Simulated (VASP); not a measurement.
# SrTiO3 (tilted perovskite) (I4/mcm) in VASP: single point with PBE

Aim: the single point of SrTiO3 (tilted perovskite) with PBE.

All numbers are computed with VASP 6.6.1; they aren't measurements. Logs are shortened: lines on timing, memory, paths and dates and some standing lists are left out, and cuts for length are marked.

### 1 The cell of the first run

Symmetry: I4/mcm, No. 140, tetragonal system. Conventional cell: a = 5.555 Å, b = 5.555 Å, c = 7.893 Å, α = 90.00°, β = 90.00°, γ = 90.00°. Sr (site symmetry -42m) has 12 O at 2.67 to 2.91 Å and 8 Ti at 3.41 Å within 3.5 Å. Ti (site symmetry 4/m) has 6 O at 1.97 Å within 2.6 Å. O (site symmetry 422) has 2 Ti at 1.97 Å within 2.6 Å. Within 2.6 Å of O (site symmetry m2m) lie 2 Ti at 1.97 Å.

### 2 Single point, PBE

Input file INCAR:

```
SYSTEM = SrTiO3
ALGO = Normal
EDIFF = 1E-7
ENCUT = 520
GGA = PE
ISIF = 2
ISMEAR = 0
LASPH = .True.
LCHARG = .False.
LREAL = .False.
LWAVE = .False.
NBANDS = 51
NELM = 80
PREC = Accurate
SIGMA = 0.01
```

Input file KPOINTS:

```
k-points
0
Gamma
  6 6 6
  0 0 0
```

Input file POSCAR:

```
SrTiO3
1.0
   -2.7776294792      2.7776294792      3.9464967203
    2.7776294792     -2.7776294792      3.9464967203
    2.7776294792      2.7776294792     -3.9464967203
Sr Ti O
2 2 6
Direct
    0.7500000000      0.2500000000      0.5000000000
    0.2500000000      0.7500000000      0.5000000000
    0.0000000000      0.0000000000      0.0000000000
    0.5000000000      0.5000000000      0.0000000000
    0.2500000000      0.2500000000      0.0000000000
    0.7500000000      0.7500000000      0.0000000000
    0.7718966527      0.2718966527      0.0437933054
    0.2281033473      0.7281033473      0.9562066946
    0.2718966527      0.2281033473      0.5000000000
    0.7281033473      0.7718966527      0.5000000000
```

Potentials or basis: VASP PAW PBE potentials, release 64 (Sr_sv, Ti_sv, O).

Run with:

```
> cat potpaw_PBE.64/Sr_sv/POTCAR potpaw_PBE.64/Ti_sv/POTCAR potpaw_PBE.64/O/POTCAR > POTCAR
> mpirun -np 1 vasp_std > vasp.out
```

OUTCAR:

```text
SYSTEM = SrTiO3
   EDIFF = 1E-7
   ENCUT = 520
   GGA = PE
   ISIF = 2
   ISMEAR = 0
   LASPH = .True.
   LREAL = .False.
   NELM = 80
   PREC = Accurate

 ion  position               nearest neighbor table
   1  0.750  0.250  0.500-   7 2.67   8 2.67   9 2.67  10 2.67   5 2.78   6 2.78   6 2.78   5 2.78
                             7 2.91   9 2.91  10 2.91   8 2.91   3 3.41   3 3.41   4 3.41   4 3.41
   2  0.250  0.750  0.500-   7 2.67   8 2.67   9 2.67  10 2.67   5 2.78   6 2.78   5 2.78   6 2.78
                             9 2.91   7 2.91  10 2.91   8 2.91   4 3.41   3 3.41   4 3.41   3 3.41
   3  0.000  0.000  0.000-   7 1.97   8 1.97   9 1.97  10 1.97   5 1.97   6 1.97   1 3.41   2 3.41
                             1 3.41   1 3.41   2 3.41   2 3.41   1 3.41   2 3.41
   4  0.500  0.500  0.000-   7 1.97   8 1.97  10 1.97   9 1.97   5 1.97   6 1.97   1 3.41   2 3.41
                             2 3.41   1 3.41   2 3.41   1 3.41   2 3.41   1 3.41
   5  0.250  0.250  0.000-   3 1.97   4 1.97   1 2.78   2 2.78   2 2.78   1 2.78
   6  0.750  0.750  0.000-   3 1.97   4 1.97   1 2.78   2 2.78   1 2.78   2 2.78
   7  0.772  0.272  0.044-   3 1.97   4 1.97   1 2.67   2 2.67   1 2.91   2 2.91
   8  0.228  0.728  0.956-   3 1.97   4 1.97   1 2.67   2 2.67   1 2.91   2 2.91
   9  0.272  0.228  0.500-   4 1.97   3 1.97   1 2.67   2 2.67   2 2.91   1 2.91
  10  0.728  0.772  0.500-   3 1.97   4 1.97   1 2.67   2 2.67   2 2.91   1 2.91

  LATTYP: Found a body centered tetragonal cell.
 ALAT       =     5.5552589584
 C/A-ratio  =     1.4208146730

  Lattice vectors:

 A1 = (  -2.7776294792,   2.7776294792,   3.9464967203)
 A2 = (   2.7776294792,  -2.7776294792,   3.9464967203)
 A3 = (   2.7776294792,   2.7776294792,  -3.9464967203)

Analysis of symmetry for initial positions (statically):
=====================================================================
 Subroutine PRICEL returns:
 Original cell was already a primitive cell.

 Routine SETGRP: Setting up the symmetry group for a
 body centered tetragonal supercell.

 Subroutine GETGRP returns: Found 16 space group operations
 (whereof  8 operations were pure point group operations)
 out of a pool of 16 trial point group operations.

The static configuration has the point symmetry C_4h.
 The point group associated with its full space group is D_4h.

Analysis of symmetry for dynamics (positions and initial velocities):
=====================================================================
 Subroutine PRICEL returns:
 Original cell was already a primitive cell.

 Routine SETGRP: Setting up the symmetry group for a
 body centered tetragonal supercell.

 Subroutine GETGRP returns: Found 16 space group operations
 (whereof  8 operations were pure point group operations)
 out of a pool of 16 trial point group operations.

The dynamic configuration has the point symmetry C_4h.
 The point group associated with its full space group is D_4h.

 Subroutine INISYM returns: Found 16 space group operations
 (whereof  8 operations are pure point group operations),
 and found     1 'primitive' translations

----------------------------------------------------------------------------------------

                                     Primitive cell

  volume of cell :     121.7924

  direct lattice vectors                    reciprocal lattice vectors
    -2.777629479  2.777629479  3.946496720     0.000000000  0.180009610  0.126694645
     2.777629479 -2.777629479  3.946496720     0.180009610  0.000000000  0.126694645
     2.777629479  2.777629479 -3.946496720     0.180009610  0.180009610  0.000000000

  length of vectors
     5.568239166  5.568239166  5.568239166     0.220124948  0.220124948  0.254572032

  position of ions in fractional coordinates (direct lattice)
     0.750000000  0.250000000  0.500000000
     0.250000000  0.750000000  0.500000000
     0.000000000  0.000000000  0.000000000
     0.500000000  0.500000000  0.000000000
     0.250000000  0.250000000  0.000000000
     0.750000000  0.750000000  0.000000000
     0.771896653  0.271896653  0.043793305
     0.228103347  0.728103347  0.956206695
     0.271896653  0.228103347  0.500000000
     0.728103347  0.771896653  0.500000000

  ion indices of the primitive-cell ions
   primitive index   ion index
                 1           1
                 2           2
                 3           3
                 4           4
                 5           5
                 6           6
                 7           7
                 8           8
                 9           9
                10          10

----------------------------------------------------------------------------------------

 KPOINTS: k-points

Automatic generation of k-mesh.
 Grid dimensions read from file:
 generate k-points for:    6    6    6

 Generating k-lattice:

  Cartesian coordinates                     Fractional coordinates (reciprocal lattice)
     0.000000000  0.030001602  0.021115774     0.166666667  0.000000000 -0.000000000
     0.030001602  0.000000000  0.021115774     0.000000000  0.166666667 -0.000000000
     0.030001602  0.030001602  0.000000000     0.000000000  0.000000000  0.166666667

  Length of vectors
     0.036687491  0.036687491  0.042428672

  Shift w.r.t. Gamma in fractional coordinates (k-lattice)
     0.000000000  0.000000000  0.000000000

 Subroutine IBZKPT returns following result:
 ===========================================

 Found     30 irreducible k-points:

 Following reciprocal coordinates:
            Coordinates               Weight
  0.000000  0.000000  0.000000      1.000000
  0.166667  0.000000  0.000000      8.000000
  0.333333  0.000000 -0.000000      8.000000
  0.500000  0.000000 -0.000000      4.000000
  0.166667  0.166667  0.000000      8.000000
  0.333333  0.166667 -0.000000     16.000000
[... 16 lines left out ...]
 -0.333333 -0.333333  0.166667      8.000000
 -0.166667 -0.333333  0.166667      8.000000
 [... further k-points ...]
   k-points           NKPTS =     30   k-points in BZ     NKDIM =     30   number of bands    NBANDS=     51
   number of dos      NEDOS =    301   number of ions     NIONS =     10
   total plane-waves  NPLWV =  74088
   dimension x,y,z NGX =    42 NGY =   42 NGZ =   42
   dimension x,y,z NGXF=    84 NGYF=   84 NGZF=   84
   ions per type =               2   2   6
   NGX,Y,Z   is equivalent  to a cutoff of  12.54, 12.54, 12.54 a.u.
   NGXF,Y,Z  is equivalent  to a cutoff of  25.08, 25.08, 25.08 a.u.
 SYSTEM =  SrTiO3
   PREC   = accura    normal or accurate (medium, high low for compatibility)
   ISTART =      0    job   : 0-new  1-cont  2-samecut
   ICHARG =      2    charge: 1-file 2-atom 10-const
   ISPIN  =      1    spin polarized calculation?
   LNONCOLLINEAR =      F non collinear calculations
   LSORBIT =      F    spin-orbit coupling
   LASPH  =      T    aspherical Exc in radial PAW
   ENCUT  =  520.0 eV  38.22 Ry    6.18 a.u.  10.35 10.35 10.35*2*pi/ulx,y,z
   NELM   =     80;   NELMIN=  2; NELMDL= -5     # of ELM steps
   EDIFF  = 0.1E-06   stopping-criterion for ELM
   LREAL  =      F    real-space projection
   EDIFFG = 0.1E-05   stopping-criterion for IOM
   NSW    =      0    number of steps for IOM
   IBRION =     -1    ionic relax: 0-MD 1-quasi-New 2-CG
   NFREE  =      0    steps in history (QN), initial steepest desc. (CG)
   ISIF   =      2    stress and relaxation
   ISYM   =      2    0-nonsym 1-usesym 2-fastsym
   POTIM  = 0.5000    time-step for ionic-motion
   TEBEG  =    0.0;   TEEND  =   0.0 temperature during run
   PSTRESS=    0.0 pullay stress
   NELECT =      80.0000    total number of electrons
   NUPDOWN=      -1.0000    fix difference up-down
   EMIN   =  10.00;   EMAX   =-10.00  energy-range for DOS
   EFERMI =   0.00;   METHOD = LEGACY
   ISMEAR =     0;   SIGMA  =   0.01  broadening in eV -4-tet -1-fermi 0-gaus
   EFERMI_NEDOS =   21; number of points for ismear=-14 and -15
   IALGO  =     38    algorithm
   IMIX   =      4    mixing-type and parameters
     AMIX     =   0.40;   BMIX     =  1.00
     AMIX_MAG =   1.60;   BMIX_MAG =  1.00
  volume/ion in A,a.u.               =      12.18        82.19
  Fermi-wavevector in a.u.,A,eV,Ry     =   1.423087  2.689244 27.554191  2.025176
  Thomas-Fermi vector in A             =   2.543722
   LORBIT       =      0    0 simple, 1 ext, 2 COOP (PROOUT), +10 PAW based schemes
   GGA     = PE    functional components
   LHFCALC =     F    Hartree Fock is set to
   AEXX    =    0.0000 exact exchange contribution
   IVDW    =     0    specifies the selected vdW correction
   LEPSILON=     F    determine dielectric tensor
   LRPA    =     F    only Hartree local field effects (RPA)
 non-spin polarized calculation
 Gauss-broadening in eV      SIGMA  =   0.01
  energy-cutoff  :      520.00
  volume of cell :      121.79
 maximum number of plane-waves:      3296
 NGX is ok and might be reduce to    42
   NGX = 21   NGY = 21   NGZ = 21

 number of electron      80.0000031 magnetization

 Free energy of the ion-electron system (eV)
  ---------------------------------------------------
  ext. energy  EPLUGINS =         0.00000000
  ---------------------------------------------------
  free energy    TOTEN  =       -80.21349709 eV

  energy without entropy =      -80.21349709  energy(sigma->0) =      -80.21349709

 E-fermi :   4.0754     XC(G=0): -11.1533

 val. band max:        3.8864152172   @ k =   0.0000   0.0000   0.0000
 cond. band min:       5.7863908097   @ k =   0.0000   0.0000   0.0000
 fundamental gap:      1.8999755926
 Fermi energy:         4.0754408262

 k-point     1 :       0.0000    0.0000    0.0000
  band No.  band energies     occupation
      1     -52.6290      2.00000
      2     -52.6250      2.00000
      3     -28.9152      2.00000
      4     -28.9134      2.00000
      5     -28.9134      2.00000
      6     -28.8591      2.00000
[... 43 lines left out ...]
     50       9.6316      0.00000
     51      10.0787      0.00000

 k-point     2 :       0.1667    0.0000    0.0000
  band No.  band energies     occupation
      1     -52.6288      2.00000
      2     -52.6253      2.00000
      3     -28.9120      2.00000
      4     -28.9102      2.00000
      5     -28.9098      2.00000
      6     -28.8839      2.00000
[... 43 lines left out ...]
     50       9.9439      0.00000
     51      10.5080      0.00000

 k-point     3 :       0.3333    0.0000   -0.0000
  band No.  band energies     occupation
      1     -52.6280      2.00000
      2     -52.6260      2.00000
      3     -28.9107      2.00000
      4     -28.9104      2.00000
      5     -28.9005      2.00000
      6     -28.8987      2.00000
[... 43 lines left out ...]
     50      10.6876      0.00000
     51      10.9771      0.00000
[... 1027 lines left out ...]
 k-point    23 :      -0.3333   -0.3333    0.1667
  band No.  band energies     occupation
      1     -52.6277      2.00000
      2     -52.6263      2.00000
      3     -28.9449      2.00000
      4     -28.9288      2.00000
      5     -28.8999      2.00000
      6     -28.8721      2.00000
[... 43 lines left out ...]
     50      10.9017      0.00000
     51      11.1860      0.00000

 k-point    24 :      -0.1667   -0.3333    0.1667
  band No.  band energies     occupation
      1     -52.6282      2.00000
      2     -52.6258      2.00000
      3     -28.9274      2.00000
      4     -28.9154      2.00000
      5     -28.9108      2.00000
      6     -28.8854      2.00000
[... 43 lines left out ...]
     50      10.4545      0.00000
     51      10.5530      0.00000

 [... further k-points ...]
[... 5 lines left out ...]
  --------------------------------------------------------------------------------------
  -------------------------------------------------------------------------------------
  Total        0.4582449      0.4582449      0.4771550      0.0000000      0.0000000      0.0000000
  in kB        6.0282031      6.0282031      6.2769655      0.0000000      0.0000000      0.0000000
  external PRESSURE =       6.1111239 kB  Pullay stress =       0.0000000 kB

 VOLUME and BASIS-vectors are now :
 -----------------------------------------------------------------------------
  energy-cutoff  :      520.00
  volume of cell :      121.79
      direct lattice vectors                 reciprocal lattice vectors
    -2.777629479  2.777629479  3.946496720     0.000000000  0.180009610  0.126694645
     2.777629479 -2.777629479  3.946496720     0.180009610  0.000000000  0.126694645
     2.777629479  2.777629479 -3.946496720     0.180009610  0.180009610  0.000000000

 POSITION                                       TOTAL-FORCE (eV/Angst)
 -----------------------------------------------------------------------------------
      0.00000      2.77763      1.97325         0.000000     -0.000000      0.000000
      2.77763      0.00000      1.97325         0.000000     -0.000000      0.000000
      0.00000      0.00000      0.00000         0.000000      0.000000      0.000000
      0.00000      0.00000      3.94650         0.000000      0.000000      0.000000
      0.00000      0.00000      1.97325         0.000000      0.000000      0.000000
      0.00000      0.00000      5.91975         0.000000     -0.000000      0.000000
     -1.26717      1.51046      3.94650        -0.002948     -0.002948      0.000000
      4.04480      1.26717      0.00000         0.002948      0.002948     -0.000000
      1.26717      1.51046      0.00000         0.002948     -0.002948      0.000000
      1.51046      1.26717      3.94650        -0.002948      0.002948      0.000000
 -----------------------------------------------------------------------------------
    total drift:                               -0.000000      0.000000      0.000000

  FREE ENERGIE OF THE ION-ELECTRON SYSTEM (eV)
  ---------------------------------------------------
  free  energy   TOTEN  =       -80.2134970852 eV

  energy  without entropy=      -80.2134970852  energy(sigma->0) =      -80.21349709
```

Run time: 4.7 min. Hardware: 1 thread of AMD EPYC 7R13 (Zen 3), shared host; peak memory 0.32 GiB.

What came out:

```yaml
Free_energy: -80.2135 eV
Pressure: 0.6 GPa
Largest_force: 0.004 eV/Å
Band_gap_on_the_k_mesh: 1.90 eV, direct
```

Forces on the atoms (eV/Å):
```
Sr   0.000  0.000  0.000
Sr   0.000  0.000  0.000
Ti   0.000  0.000  0.000
Ti   0.000  0.000  0.000
O    0.000  0.000  0.000
O    0.000  0.000  0.000
O   -0.003 -0.003  0.000
O    0.003  0.003  0.000
O    0.003 -0.003  0.000
O   -0.003  0.003  0.000
```

Levels at points of the mesh, in eV from the valence-band top:
| k point | band 38 | band 39 | band 40 | band 41 | band 42 | band 43 |
| --- | --- | --- | --- | --- | --- | --- |
| (0.00, 0.00, 0.00) | -0.11 | 0.00 | 0.00 | 1.90 | 1.90 | 1.91 |
| (0.50, 0.00, 0.00) | -0.74 | -0.55 | -0.55 | 3.28 | 3.28 | 3.33 |
| (0.50, 0.50, 0.00) | -0.68 | -0.67 | -0.05 | 2.03 | 3.63 | 3.65 |
| (0.50, 0.50, 0.50) | -0.63 | -0.63 | -0.07 | 2.06 | 3.60 | 3.60 |
